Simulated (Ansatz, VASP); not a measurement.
# Two plane-wave programs on AlN

Contents of POSCAR:

```
AlN
1.0
    0.0067295616      2.0255980312      2.0255980312
    2.0255980312      0.0067295616      2.0255980312
    2.0255980312      2.0255980312      0.0067295616
Al N
1 1
Direct
    0.0000000000      0.0000000000      0.0000000000
    0.5000000000      0.5000000000      0.5000000000
```

INCAR.step1

```
SYSTEM = AlN
ALGO     = Normal         ! electronic algorithm
EDIFF    = 1E-5           ! SCF threshold, eV
ENCUT    = 520            ! plane-wave cutoff, eV
GGA      = PE             ! functional
ISIF     = 2              ! what is computed and relaxed
ISMEAR   = 0              ! smearing method
LASPH    = .TRUE.         ! aspherical terms in the spheres
LREAL    = .FALSE.        ! projectors in reciprocal space
LWAVE    = .TRUE.         ! write WAVECAR
NBANDS   = 11             ! bands
NELM     = 60             ! most SCF steps
PREC     = Accurate       ! precision mode
SIGMA    = 0.01           ! smearing width, eV
```

The input INCAR.step2:

```
SYSTEM = AlN
ALGO     = Normal         ! electronic algorithm
EDIFF    = 1E-7           ! SCF threshold, eV
ENCUT    = 520            ! plane-wave cutoff, eV
GGA      = PE             ! functional
HFSCREEN = 0.2079         ! screening, 1/A
ISIF     = 2              ! what is computed and relaxed
ISMEAR   = 0              ! smearing method
ISTART   = 1            
LASPH    = .TRUE.         ! aspherical terms in the spheres
LCHARG   = .TRUE.         ! write CHGCAR
LELF     = .TRUE.         ! ELF
LHFCALC  = .TRUE.         ! exact exchange
LREAL    = .FALSE.        ! projectors in reciprocal space
LVHAR    = .TRUE.       
LWAVE    = .FALSE.        ! write WAVECAR
NBANDS   = 11             ! bands
NELM     = 60             ! most SCF steps
PREC     = Accurate       ! precision mode
PRECFOCK = Normal       
SIGMA    = 0.01           ! smearing width, eV
```

The input KPOINTS:

```
k-points
0
G
  8 8 8
  0 0 0
```

Input for Ansatz:

```yaml
crystal:
  lattice:
    - [0.0067295616, 2.0255980312, 2.0255980312]
    - [2.0255980312, 0.0067295616, 2.0255980312]
    - [2.0255980312, 2.0255980312, 0.0067295616]
  atoms:
    - { symbol: Al, position: [0.0, 0.0, 0.0] }
    - { symbol: "N", position: [0.5, 0.5, 0.5] }
kpoints:
  mp_grid: { grid: [8, 8, 8] }
  band_path:
    path:
      - [0.0, 0.0, 0.0]
      - [0.5, 0.0, 0.5]
      - [0.625, 0.25, 0.625]
      - [0.375, 0.375, 0.75]
      - [0.5, 0.5, 0.5]
      - [0.5, 0.25, 0.75]
      - [0.0, 0.5, 0.5]
    npoints: 1
hamiltonian:
  xc: hse06
scf:
  occupations: { method: fixed }
  n_extra_bands: 4
output:
  forces: true
  stress: true
  eigenvalues: true
```

Change from the starting cell: shear_111 strain +0.5%.

Alike in both runs: task single point; functional HSE06; k mesh 8 × 8 × 8; no spin polarisation.

|  | VASP | Ansatz |
| --- | --- | --- |
| version | VASP 6.6.1 | Ansatz 0.2.0 |
| potentials or method | VASP PAW PBE potentials, release 64 (Al, N) | plane waves, PAW |
| plane-wave cutoff (eV) | 520 | 420 |
| occupations | gaussian, width 0.01 eV | fixed |
| valence electrons in the cell | 8 | 8 |

VASP gave:

```
gap on the k mesh at the Fermi level (eV)                     : 5.93
pressure (GPa)                                                : -2.8
traceless stress, the component that is largest in VASP (GPa) : -1.10
```

Task: Which values does Ansatz return?

Result: gap on the k mesh at the Fermi level (eV): 6.00; pressure (GPa): -2.9; traceless stress, the component that is largest in VASP (GPa): -1.10.

Ansatz's warnings: stress exchange threshold loose, stress scf threshold loose.
